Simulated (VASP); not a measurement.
Runs of VASP 6.6.1 on CuSn3. The structure is that of space group I4/mmm (No. 139), or close to it. The cells are those of the table. 

```csv
task,level,cell,cutoff (eV),gap on the mesh (eV),pressure (GPa),relaxed volume (Å³/atom)
single point,PBEsol,"a = 5.887 Å, angles 134.6, 134.6, 66.1°, 4 atoms",520,none,(c),-
single point,PBEsol+D3(BJ),"a = 5.810 Å, angles 134.6, 134.6, 66.1°, 4 atoms",520,none,-6.8,-
single point,PBEsol,"a = 5.924 Å, angles 134.6, 134.6, 66.1°, 4 atoms",520,none,-6.3,-
single point,PBEsol+D3(BJ),"a = 5.596 Å, angles 134.9, 134.9, 65.7°, 4 atoms",520,none,-0.4,-
relaxation of cell and atoms,PBEsol+D4,"relaxed from a = 5.810 Å, angles 134.6, 134.6, 66.1°, 4 atoms",600,none,0.0,22.01
single point,PBEsol,"a = 5.654 Å, angles 134.5, 134.5, 66.3°, 4 atoms",520,none,(b),-
single point,PBEsol,"a = 5.692 Å, angles 134.6, 134.6, 66.1°, 4 atoms",520,none,(a),-
single point,PBEsol+D3(BJ),"a = 5.587 Å, angles 134.9, 134.9, 65.7°, 4 atoms",520,none,0.0,-
single point,PBEsol+D4,"a = 5.619 Å, angles 134.8, 134.8, 65.8°, 4 atoms",520,none,0.0,-
single point,PBEsol,"a = 5.849 Å, angles 134.6, 134.6, 66.1°, 4 atoms",520,none,-5.0,-
relaxation of cell and atoms,PBEsol,"relaxed from a = 5.810 Å, angles 134.6, 134.6, 66.1°, 4 atoms",600,none,0.0,22.63
single point,PBEsol,"a = 5.810 Å, angles 134.6, 134.6, 66.1°, 4 atoms",520,none,-4.2,-
```

Alike in all rows: potentials or basis VASP PAW PBE potentials, release 64 (Sn_d, Cu); no spin polarisation; k mesh 8 × 8 × 8; smearing fermi-dirac 0.05 eV.

**Question.** Estimate the missing entries.

**Answer.** (a) -1.0; (b) -0.1; (c) -5.6.

Caveats: the PAW data sets were made with another functional, which shifts forces and pressure a little; spin-orbit coupling is left out, which moves the levels of the heavy elements; the cell stands under tension (at least some runs); three body term missing (at least some runs).

A k mesh can miss the band edges, and the runs leave out spin-orbit coupling on Sn.

A gap of «none» marks levels without a gap at the run's occupations.
